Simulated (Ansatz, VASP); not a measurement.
## Two plane-wave programs on Nb

Contents of INCAR:

```
SYSTEM = Nb
PREC = Accurate ; ENCUT = 520
EDIFF = 1E-6 ; ISMEAR = 0
SIGMA = 0.15 ; LREAL = .FALSE.
LASPH = .TRUE. ; NELM = 60
ALGO = Fast ; ISIF = 2
LWAVE = .FALSE. ; LCHARG = .TRUE.
GGA = PE ; LELF = .TRUE.
LVHAR = .TRUE. ; NBANDS = 12
```

File KPOINTS:

```
Automatic mesh
0
G
  20 20 20
  0 0 0
```

The input POSCAR:

```
Nb
1.0
   -1.6639500000      1.6639500000      1.5807525000
    1.6639500000     -1.6639500000      1.5807525000
    1.6639500000      1.6639500000     -1.5807525000
Nb
1
Direct
    0.0000000000      0.0000000000      0.0000000000
```

Input for Ansatz:

```yaml
crystal:
  lattice:
    - [-1.66395, 1.66395, 1.5807525]
    - [1.66395, -1.66395, 1.5807525]
    - [1.66395, 1.66395, -1.5807525]
  atoms:
    - { symbol: Nb, position: [0.0, 0.0, 0.0] }
basis:
  ecutwfc: 420
kpoints:
  mp_grid: { grid: [20, 20, 20] }
hamiltonian:
  xc: pbe
scf:
  occupations: { method: gaussian, width: 0.15 }
output:
  forces: true
  stress: true
  eigenvalues: true
  write_density: true
  write_potential: true
  elf: true
  volumetric_format: npy
```

Change from the starting cell: strain +0.000 along x and y, -0.050 along z, atoms carried along.

Alike in both runs: task single point; functional PBE; k mesh 20 × 20 × 20; occupations gaussian, width 0.15 eV; no spin polarisation.

|  | VASP | Ansatz |
| --- | --- | --- |
| version | VASP 6.6.1 | Ansatz 0.2.0 |
| potentials or method | VASP PAW PBE potentials, release 64 (Nb_sv), cutoff 520 eV | scalar-relativistic, plane waves, PAW |
| valence electrons in the cell | 13 | 13 |

Ansatz gave:

* gap on the k mesh at the Fermi level (eV): none
* pressure (GPa): 6.5
* traceless stress, the component that is largest in VASP (GPa): 3.52

Problem. What did VASP give for the same quantities?

Solution. gap on the k mesh at the Fermi level (eV): none; pressure (GPa): 6.2; traceless stress, the component that is largest in VASP (GPa): 3.50.

A gap of «none» marks a metal or a gap that the smearing closes.
